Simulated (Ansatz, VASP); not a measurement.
**One calculation of KCl, two programs**

```
K Cl
1.0
     3.83920    0.00000    0.00000
     0.00000    3.83920    0.00000
     0.00000    0.00000    3.83920
K Cl
1 1
Direct
  0.00000 0.00000 0.00000
  0.50000 0.50000 0.50000
```

Alike in both runs: task single point; functional PBE-based screened hybrid with a share of 0.4 of exact exchange and HFSCREEN = 0.2; k mesh 4 × 4 × 4; occupations fermi-dirac, width 0.05 eV; no spin polarisation.

|  | VASP | Ansatz |
| --- | --- | --- |
| version | VASP 6.6.1 | Ansatz 0.2.0 |
| potentials or method | VASP PAW PBE potentials, release 64 (K_sv, Cl) | Ansatz PAW |
| plane-wave cutoff (eV) | 520 | 420 |
| valence electrons in the cell | 16 | 16 |

|  | VASP | Ansatz | Ansatz less VASP |
| --- | --- | --- | --- |
| gap on the k mesh at the Fermi level (eV) | 6.97 | 6.97 | +0.002 |
| least direct gap on the mesh (eV) | 7.19 | 7.20 | +0.001 |
| pressure (GPa) | -0.7 | -0.7 | -0.01 |

VASP's potentials were made for PBE, not for PBE-based screened hybrid. The functional is the same, so the differences come from potentials, cutoffs and numerics.
